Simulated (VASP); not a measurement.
# HfN (P6_3/mmc) in VASP: further runs

HfN is run at these levels: LDA, r2SCAN; tasks: single point.

Program: VASP 6.6.1. These are calculated values, not measurements. Logs are shortened: lines on timing, memory, paths and dates and some standing lists are left out, and cuts for length are marked.

## Step 1: The cell of the first run

It takes space group P6_3/mmc (No. 194, hexagonal). Conventional cell: a = 3.134 Å, b = 3.134 Å, c = 5.417 Å, α = 90.00°, β = 90.00°, γ = 120.00°. Within 3.0 Å of Hf (site symmetry -6m2) lie 6 N at 2.26 Å. N (site symmetry -3m) has 6 Hf at 2.26 Å and 2 N at 2.71 Å within 3.0 Å.

## Step 2: Single point, LDA

File INCAR:

```
PREC = Accurate ; ENCUT = 600
EDIFF = 1E-6 ; ISMEAR = -1
SIGMA = 0.1 ; LREAL = F
LASPH = T ; NELM = 120
ALGO = Normal ; ISIF = 2
LWAVE = F ; LCHARG = F
GGA = CA ; NBANDS = 23
GGA_COMPAT = F
```

File KPOINTS:

```
regular mesh
0
Gamma
  8 8 4
```

File POSCAR:

```
HfN
1.0
    3.1339080200      0.0000000000      0.0000000000
   -1.5669540100      2.7140439584      0.0000000000
    0.0000000000      0.0000000000      5.4167677200
Hf N
2 2
Direct
    0.6666666667      0.3333333333      0.7500000000
    0.3333333333      0.6666666667      0.2500000000
    0.0000000000      0.0000000000      0.0000000000
    0.0000000000      0.0000000000      0.5000000000
```

Potentials or basis: VASP PAW LDA potentials, release 64 (Hf_pv, N).

Started as:

```sh
$ cat potpaw_LDA.64/Hf_pv/POTCAR potpaw_LDA.64/N/POTCAR > POTCAR
$ mpirun -np 1 vasp_std > vasp.out
```

OUTCAR:

```text
PREC = Accurate
   ENCUT = 600
   EDIFF = 1E-6
   ISMEAR = -1
   LREAL = F
   LASPH = T
   NELM = 120
   ISIF = 2
   GGA = CA

 ion  position               nearest neighbor table
   1  0.667  0.333  0.750-   3 2.26   4 2.26   3 2.26   4 2.26   3 2.26   4 2.26   2 3.26   2 3.26
                             2 3.26   2 3.26   2 3.26   2 3.26
   2  0.333  0.667  0.250-   3 2.26   4 2.26   3 2.26   4 2.26   3 2.26   4 2.26   1 3.26   1 3.26
                             1 3.26   1 3.26   1 3.26   1 3.26
   3  0.000  0.000  0.000-   1 2.26   2 2.26   2 2.26   1 2.26   1 2.26   2 2.26
   4  0.000  0.000  0.500-   1 2.26   2 2.26   2 2.26   1 2.26   1 2.26   2 2.26

  LATTYP: Found a hexagonal cell.
 ALAT       =     3.1339080200
 C/A-ratio  =     1.7284386413

  Lattice vectors:

 A1 = (   3.1339080200,   0.0000000000,   0.0000000000)
 A2 = (  -1.5669540100,   2.7140439584,   0.0000000000)
 A3 = (   0.0000000000,   0.0000000000,   5.4167677200)

Analysis of symmetry for initial positions (statically):
=====================================================================
 Subroutine PRICEL returns:
 Original cell was already a primitive cell.

 Routine SETGRP: Setting up the symmetry group for a
 hexagonal supercell.

 Subroutine GETGRP returns: Found 24 space group operations
 (whereof 12 operations were pure point group operations)
 out of a pool of 24 trial point group operations.

The static configuration has the point symmetry D_3d.
 The point group associated with its full space group is D_6h.

Analysis of symmetry for dynamics (positions and initial velocities):
=====================================================================
 Subroutine PRICEL returns:
 Original cell was already a primitive cell.

 Routine SETGRP: Setting up the symmetry group for a
 hexagonal supercell.

 Subroutine GETGRP returns: Found 24 space group operations
 (whereof 12 operations were pure point group operations)
 out of a pool of 24 trial point group operations.

The dynamic configuration has the point symmetry D_3d.
 The point group associated with its full space group is D_6h.

 Subroutine INISYM returns: Found 24 space group operations
 (whereof 12 operations are pure point group operations),
 and found     1 'primitive' translations

----------------------------------------------------------------------------------------

                                     Primitive cell

  volume of cell :      46.0727

  direct lattice vectors                    reciprocal lattice vectors
     3.133908020  0.000000000  0.000000000     0.319090412  0.184226935  0.000000000
    -1.566954010  2.714043958  0.000000000     0.000000000  0.368453870  0.000000000
     0.000000000  0.000000000  5.416767720     0.000000000  0.000000000  0.184611940

  length of vectors
     3.133908020  3.133908020  5.416767720     0.368453870  0.368453870  0.184611940

  position of ions in fractional coordinates (direct lattice)
     0.666666667  0.333333333  0.750000000
     0.333333333  0.666666667  0.250000000
     0.000000000  0.000000000  0.000000000
     0.000000000  0.000000000  0.500000000

  ion indices of the primitive-cell ions
   primitive index   ion index
                 1           1
                 2           2
                 3           3
                 4           4

----------------------------------------------------------------------------------------

 KPOINTS: regular mesh

Automatic generation of k-mesh.
 Grid dimensions read from file:
 generate k-points for:    8    8    4

 Generating k-lattice:

  Cartesian coordinates                     Fractional coordinates (reciprocal lattice)
     0.039886301  0.023028367  0.000000000     0.125000000  0.000000000  0.000000000
     0.000000000  0.046056734  0.000000000     0.000000000  0.125000000  0.000000000
     0.000000000  0.000000000  0.046152985     0.000000000  0.000000000  0.250000000

  Length of vectors
     0.046056734  0.046056734  0.046152985

  Shift w.r.t. Gamma in fractional coordinates (k-lattice)
     0.000000000  0.000000000  0.000000000

 Subroutine IBZKPT returns following result:
 ===========================================

 Found     30 irreducible k-points:

 Following reciprocal coordinates:
            Coordinates               Weight
  0.000000  0.000000  0.000000      1.000000
  0.125000  0.000000  0.000000      6.000000
  0.250000  0.000000  0.000000      6.000000
  0.375000  0.000000  0.000000      6.000000
  0.500000  0.000000  0.000000      3.000000
  0.125000  0.125000  0.000000      6.000000
[... 16 lines left out ...]
  0.250000  0.000000  0.500000      6.000000
  0.375000  0.000000  0.500000      6.000000
 [... further k-points ...]
   k-points           NKPTS =     30   k-points in BZ     NKDIM =     30   number of bands    NBANDS=     23
   number of dos      NEDOS =    301   number of ions     NIONS =      4
   total plane-waves  NPLWV =  37632
   dimension x,y,z NGX =    28 NGY =   28 NGZ =   48
   dimension x,y,z NGXF=    56 NGYF=   56 NGZF=   96
   ions per type =               2   2
   NGX,Y,Z   is equivalent  to a cutoff of  14.85, 14.85, 14.73 a.u.
   NGXF,Y,Z  is equivalent  to a cutoff of  29.71, 29.71, 29.46 a.u.
 SYSTEM =  unknown system
   PREC   = accura    normal or accurate (medium, high low for compatibility)
   ISTART =      0    job   : 0-new  1-cont  2-samecut
   ICHARG =      2    charge: 1-file 2-atom 10-const
   ISPIN  =      1    spin polarized calculation?
   LNONCOLLINEAR =      F non collinear calculations
   LSORBIT =      F    spin-orbit coupling
   LASPH  =      T    aspherical Exc in radial PAW
   ENCUT  =  600.0 eV  44.10 Ry    6.64 a.u.   6.26  6.26 10.82*2*pi/ulx,y,z
   NELM   =    120;   NELMIN=  2; NELMDL= -5     # of ELM steps
   EDIFF  = 0.1E-05   stopping-criterion for ELM
   LREAL  =      F    real-space projection
   EDIFFG = 0.1E-04   stopping-criterion for IOM
   NSW    =      0    number of steps for IOM
   IBRION =     -1    ionic relax: 0-MD 1-quasi-New 2-CG
   NFREE  =      0    steps in history (QN), initial steepest desc. (CG)
   ISIF   =      2    stress and relaxation
   ISYM   =      2    0-nonsym 1-usesym 2-fastsym
   POTIM  = 0.5000    time-step for ionic-motion
   TEBEG  =    0.0;   TEEND  =   0.0 temperature during run
   PSTRESS=    0.0 pullay stress
   NELECT =      30.0000    total number of electrons
   NUPDOWN=      -1.0000    fix difference up-down
   EMIN   =  10.00;   EMAX   =-10.00  energy-range for DOS
   EFERMI =   0.00;   METHOD = LEGACY
   ISMEAR =    -1;   SIGMA  =   0.10  broadening in eV -4-tet -1-fermi 0-gaus
   EFERMI_NEDOS =   21; number of points for ismear=-14 and -15
   IALGO  =     38    algorithm
   IMIX   =      4    mixing-type and parameters
     AMIX     =   0.40;   BMIX     =  1.00
     AMIX_MAG =   1.60;   BMIX_MAG =  1.00
  volume/ion in A,a.u.               =      11.52        77.73
  Fermi-wavevector in a.u.,A,eV,Ry     =   1.418951  2.681429 27.394278  2.013423
  Thomas-Fermi vector in A             =   2.540023
   LORBIT       =      0    0 simple, 1 ext, 2 COOP (PROOUT), +10 PAW based schemes
   GGA     = CA    functional components
   LHFCALC =     F    Hartree Fock is set to
   AEXX    =    0.0000 exact exchange contribution
   IVDW    =     0    specifies the selected vdW correction
   LEPSILON=     F    determine dielectric tensor
   LRPA    =     F    only Hartree local field effects (RPA)
 non-spin polarized calculation
  energy-cutoff  :      600.00
  volume of cell :       46.07
 maximum number of plane-waves:      1581
 NGX is ok and might be reduce to    28
   NGX = 13   NGY = 13   NGZ = 21

 number of electron      29.9999999 magnetization

 Free energy of the ion-electron system (eV)
  ---------------------------------------------------
  ext. energy  EPLUGINS =         0.00000000
  ---------------------------------------------------
  free energy    TOTEN  =       -47.55543997 eV

  energy without entropy =      -47.50522186  energy(sigma->0) =      -47.53033091

 E-fermi :   7.6247     XC(G=0): -12.9907

 val. band max:        7.6214144344   @ k =   0.2500   0.2500   0.5000
 cond. band min:       7.7912881652   @ k =   0.1250   0.1250   0.5000
 fundamental gap:      0.1698737308
 Fermi energy:         7.6246840284

 k-point     1 :       0.0000    0.0000    0.0000
  band No.  band energies     occupation
      1     -23.7679      2.00000
      2     -22.8875      2.00000
      3     -22.7885      2.00000
      4     -22.7885      2.00000
      5     -22.7262      2.00000
      6     -22.7262      2.00000
[... 15 lines left out ...]
     22      13.3582      0.00000
     23      13.3582      0.00000

 k-point     2 :       0.1250    0.0000    0.0000
  band No.  band energies     occupation
      1     -23.7120      2.00000
      2     -22.9241      2.00000
      3     -22.8930      2.00000
      4     -22.8534      2.00000
      5     -22.8296      2.00000
      6     -22.7399      2.00000
[... 15 lines left out ...]
     22      12.8329      0.00000
     23      13.3061      0.00000

 k-point     3 :       0.2500    0.0000    0.0000
  band No.  band energies     occupation
      1     -23.5646      2.00000
      2     -23.2532      2.00000
      3     -23.1312      2.00000
      4     -22.9171      2.00000
      5     -22.9168      2.00000
      6     -22.7830      2.00000
[... 15 lines left out ...]
     22      12.9283      0.00000
     23      13.1439      0.00000
[... 495 lines left out ...]
 k-point    23 :       0.2500    0.0000    0.5000
  band No.  band energies     occupation
      1     -23.3909      2.00000
      2     -23.3909      2.00000
      3     -23.0471      2.00000
      4     -23.0471      2.00000
      5     -22.8505      2.00000
      6     -22.8505      2.00000
[... 15 lines left out ...]
     22      12.8639      0.00000
     23      14.0766      0.00000

 k-point    24 :       0.3750    0.0000    0.5000
  band No.  band energies     occupation
      1     -23.5795      2.00000
      2     -23.5795      2.00000
      3     -23.0734      2.00000
      4     -23.0734      2.00000
      5     -22.9152      2.00000
      6     -22.9152      2.00000
[... 15 lines left out ...]
     22      13.2224      0.00000
     23      14.9395      0.00000

 [... further k-points ...]

------------------------ aborting loop because EDIFF is reached ----------------------------------------

  FORCE on cell =-STRESS in cart. coord.  units (eV):
  Direction    XX          YY          ZZ          XY          YZ          ZX
  --------------------------------------------------------------------------------------
  -------------------------------------------------------------------------------------
  Total       -2.8356096     -2.8356096     -2.8395723      0.0000000      0.0000000     -0.0000000
  in kB      -98.6083468    -98.6083468    -98.7461504      0.0000000      0.0000000     -0.0000000
  external PRESSURE =     -98.6542813 kB  Pullay stress =       0.0000000 kB

 VOLUME and BASIS-vectors are now :
 -----------------------------------------------------------------------------
  energy-cutoff  :      600.00
  volume of cell :       46.07
      direct lattice vectors                 reciprocal lattice vectors
     3.133908020  0.000000000  0.000000000     0.319090412  0.184226935  0.000000000
    -1.566954010  2.714043958  0.000000000     0.000000000  0.368453870  0.000000000
     0.000000000  0.000000000  5.416767720     0.000000000  0.000000000  0.184611940

 POSITION                                       TOTAL-FORCE (eV/Angst)
 -----------------------------------------------------------------------------------
      1.56695      0.90468      4.06258         0.000000     -0.000000     -0.000000
     -0.00000      1.80936      1.35419        -0.000000      0.000000      0.000000
      0.00000      0.00000      0.00000         0.000000     -0.000000     -0.000000
      0.00000      0.00000      2.70838         0.000000     -0.000000     -0.000000
 -----------------------------------------------------------------------------------
    total drift:                               -0.000000      0.000000     -0.000000

  FREE ENERGIE OF THE ION-ELECTRON SYSTEM (eV)
  ---------------------------------------------------
  free  energy   TOTEN  =       -47.5554399669 eV

  energy  without entropy=      -47.5052218611  energy(sigma->0) =      -47.53033091
```

It took 46 s on 1 thread of Intel Xeon Platinum 8259CL at 2.50GHz (Skylake/Cascade Lake), shared host; peak memory 0.18 GiB.

What came out:

- Free energy: -47.5554 eV
- Pressure: -9.9 GPa
- Band gap on the k mesh: zero (bands 15 and 16 overlap by 2.28 eV)

Caveat: the cell stands under tension; spin-orbit coupling is left out, which moves the levels of the heavy elements.

[end of part 1 of 2]

The gap in the log of VASP goes by the Fermi energy; the results here count the filled bands.